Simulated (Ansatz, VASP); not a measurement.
**One calculation of HfZr2S6, two programs**

```
CELL_PARAMETERS angstrom
-3.18188 5.51118 0.00000
-6.36376 0.00000 0.00000
-3.18188 1.83706 6.77584
ATOMIC_POSITIONS crystal
Zr 0.83334 0.83334 0.49999
Zr 0.16666 0.16666 0.50001
Hf 0.50000 0.50000 0.50000
S 0.24020 0.90225 0.28634
S 0.90225 0.57121 0.28634
S 0.57121 0.24020 0.28634
S 0.42879 0.75980 0.71366
S 0.09775 0.42879 0.71366
S 0.75980 0.09775 0.71366
```

Alike in both runs: task single point; functional PBE; k mesh 4 × 4 × 4; occupations gaussian, width 0.1 eV; no spin polarisation.

|  | VASP | Ansatz |
| --- | --- | --- |
| version | VASP 6.6.1 | Ansatz 0.2.0 |
| potentials or method | VASP PAW PBE potentials, release 64 (Zr_sv, Hf_pv, S), cutoff 520 eV | scalar-relativistic, plane waves, PAW |
| valence electrons in the cell | 70 | 86 |

Ansatz gave:

* gap on the k mesh at the Fermi level (eV): 1.16
* least direct gap on the mesh (eV): 1.60
* pressure (GPa): 0.0
* traceless stress, the component that is largest in VASP (GPa): 0.01
* rms of the force components (eV/Å): 0.000

Q: Estimate VASP's values.

A: gap on the k mesh at the Fermi level (eV): 1.16; least direct gap on the mesh (eV): 1.60; pressure (GPa): -0.2; traceless stress, the component that is largest in VASP (GPa): 0.05; rms of the force components (eV/Å): 0.019.

Atom by atom the forces differ by 0.019 eV/Å (rms over components). With one functional, cell and mesh, what is left measures potentials, basis and numerics. VASP's potentials hold 70 valence electrons a cell and Ansatz's 86, so a difference there can come from the potentials and not from the codes.

Spin-orbit coupling is off throughout.
